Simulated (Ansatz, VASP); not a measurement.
MgO2: VASP beside Ansatz

Contents of POSCAR:

```
MgO2
1.0
    1.6448800414      0.9496719347      3.6686778186
   -1.6448800414      0.9496719347      3.6686778186
    0.0000000000     -1.8993438694      3.6686778186
Mg O
1 2
Direct
    0.0000000000      0.0000000000      0.0000000000
    0.4287860000      0.4287860000      0.4287860000
    0.5712140000      0.5712140000      0.5712140000
```

The input INCAR.step1:

```
PREC = Accurate ; ENCUT = 520
ISMEAR = 0 ; SIGMA = 0.05
LREAL = F ; LASPH = T
NELM = 100 ; NBANDS = 14
GGA = PE ; ALGO = Normal
EDIFF = 1E-4 ; LWAVE = T
LCHARG = F
```

The input INCAR.step2:

```
PREC = Accurate ; ENCUT = 520
EDIFF = 1E-6 ; ISMEAR = 0
SIGMA = 0.05 ; LREAL = F
LASPH = T ; NELM = 100
ALGO = Normal ; ISIF = 2
LWAVE = F ; LCHARG = F
METAGGA = R2SCAN ; LMIXTAU = T
NBANDS = 14 ; ISTART = 1
```

Contents of KPOINTS:

```
Automatic mesh
0
Gamma
  12 12 12
```

Input for Ansatz:

```yaml
crystal:
  lattice:
    - [1.6448800414, 0.9496719347, 3.6686778186]
    - [-1.6448800414, 0.9496719347, 3.6686778186]
    - [0.0, -1.8993438694, 3.6686778186]
  atoms:
    - { symbol: Mg, position: [0.0, 0.0, 0.0] }
    - { symbol: O, position: [0.428786, 0.428786, 0.428786] }
    - { symbol: O, position: [0.571214, 0.571214, 0.571214] }
basis:
  ecutwfc: 500
kpoints:
  mp_grid: { grid: [12, 12, 12] }
hamiltonian:
  xc: r2scan
scf:
  occupations: { method: gaussian, width: 0.05 }
output:
  forces: true
  stress: true
  eigenvalues: true
```

Change from the starting cell: strain +0.025 along x and y, +0.050 along z, atoms carried along.

Alike in both runs: task single point; functional r2SCAN; k mesh 12 × 12 × 12; occupations gaussian, width 0.05 eV; no spin polarisation.

|  | VASP | Ansatz |
| --- | --- | --- |
| version | VASP 6.6.1 | Ansatz 0.2.0 |
| potentials or method | VASP PAW PBE potentials, release 64 (Mg, O), cutoff 520 eV | scalar-relativistic, plane waves, PAW |
| valence electrons in the cell | 14 | 22 |

VASP gave:

| Item | Value |
| --- | --- |
| gap on the k mesh at the Fermi level (eV) | 2.04 |
| least direct gap on the mesh (eV) | 2.04 |
| pressure (GPa) | -16.6 |
| traceless stress, the component that is largest in VASP (GPa) | -9.67 |
| rms of the force components (eV/Å) | 0.362 |

Q: What did Ansatz give for the same quantities?

A: gap on the k mesh at the Fermi level (eV): 2.06; least direct gap on the mesh (eV): 2.06; pressure (GPa): -16.1; traceless stress, the component that is largest in VASP (GPa): -10.55; rms of the force components (eV/Å): 0.442.

VASP's potentials were made for PBE, not for r2SCAN. Atom by atom the forces differ by 0.080 eV/Å (rms over components). The functional is the same, so the differences come from potentials, cutoffs and numerics. VASP's potentials hold 14 valence electrons a cell and Ansatz's 22, so a difference there can come from the potentials and not from the codes.
